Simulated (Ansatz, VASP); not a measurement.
## RbAl2O3 in VASP and in Ansatz

```
Rb Al O
1.0
     5.53933    0.00000    0.00000
    -2.76967    4.79720    0.00000
     0.00000    0.00000    2.78115
Rb Al O
1 2 3
Direct
  0.00000 0.00000 0.50000
  0.33333 0.66667 0.50000
  0.66667 0.33333 0.50000
  0.50000 0.50000 0.00000
  0.00000 0.50000 0.00000
  0.50000 0.00000 0.00000
```

Alike in both runs: functional PBE; k mesh 9 × 9 × 14; occupations gaussian, width 0.1 eV; no spin polarisation.

Ansatz relaxed the structure, and its values are those at the end. VASP's run is a single point on that final structure, the one shown.

|  | VASP | Ansatz |
| --- | --- | --- |
| version | VASP 6.6.1 | Ansatz 0.2.0 |
| potentials or method | VASP PAW PBE potentials, release 64 (Rb_sv, Al, O), cutoff 520 eV | scalar-relativistic, plane waves, PAW |
| valence electrons in the cell | 33 | 33 |

Ansatz gave:

| Item | Value |
| --- | --- |
| gap on the k mesh at the Fermi level (eV) | none |
| pressure (GPa) | 0.0 |

**Question.** Which values does VASP return?

**Answer.** gap on the k mesh at the Fermi level (eV): none; pressure (GPa): 0.1.

A gap of «none» marks a metal or a gap that the smearing closes.
